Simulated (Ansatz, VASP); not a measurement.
Two plane-wave programs on CuI

INCAR

```
ALGO = Normal
EDIFF = 1E-6
ENCUT = 520
GGA = PE
ISIF = 2
ISMEAR = 0
LASPH = True
LCHARG = False
LREAL = False
LWAVE = False
NBANDS = 16
NELM = 60
PREC = Accurate
SIGMA = 0.05
```

The input KPOINTS:

```
k-points
0
Gamma
  8 8 8
```

Contents of POSCAR:

```
CuI
1.0
    0.0000000000      3.2622873848      3.0103233227
    3.0103233227      0.0000000000      3.0103233227
    3.0103233227      3.2622873848      0.0000000000
Cu I
1 1
Direct
    0.7500000000      0.7500000000      0.7500000000
    0.0000000000      0.0000000000      0.0000000000
```

Input for Ansatz:

```yaml
crystal:
  lattice:
    - [0.0, 3.2622873848, 3.0103233227]
    - [3.0103233227, 0.0, 3.0103233227]
    - [3.0103233227, 3.2622873848, 0.0]
  atoms:
    - { symbol: Cu, position: [0.75, 0.75, 0.75] }
    - { symbol: I, position: [0.0, 0.0, 0.0] }
basis:
  ecutwfc: 520.0
kpoints:
  mp_grid: { grid: [8, 8, 8] }
hamiltonian:
  xc: pbe
scf:
  occupations: { method: gaussian, width: 0.05 }
output:
  forces: true
  stress: true
  eigenvalues: true
```

Alike in both runs: task single point; functional PBE; k mesh 8 × 8 × 8; occupations gaussian, width 0.05 eV; no spin polarisation.

|  | VASP | Ansatz |
| --- | --- | --- |
| version | VASP 6.6.1 | Ansatz 0.2.0 |
| potentials or method | VASP PAW PBE potentials, release 64 (Cu, I), cutoff 520 eV | scalar-relativistic, plane waves, PAW |
| valence electrons in the cell | 18 | 36 |

VASP gave:

- gap on the k mesh at the Fermi level (eV): 0.94
- least direct gap on the mesh (eV): 0.94
- pressure (GPa): -1.5
- traceless stress, the component that is largest in VASP (GPa): -1.07

Question: Estimate Ansatz's values.

Answer: gap on the k mesh at the Fermi level (eV): 0.93; least direct gap on the mesh (eV): 0.93; pressure (GPa): -1.8; traceless stress, the component that is largest in VASP (GPa): -1.07.

VASP's potentials hold 18 valence electrons a cell and Ansatz's 36, so a difference there can come from the potentials and not from the codes.

Spin-orbit coupling is off throughout.
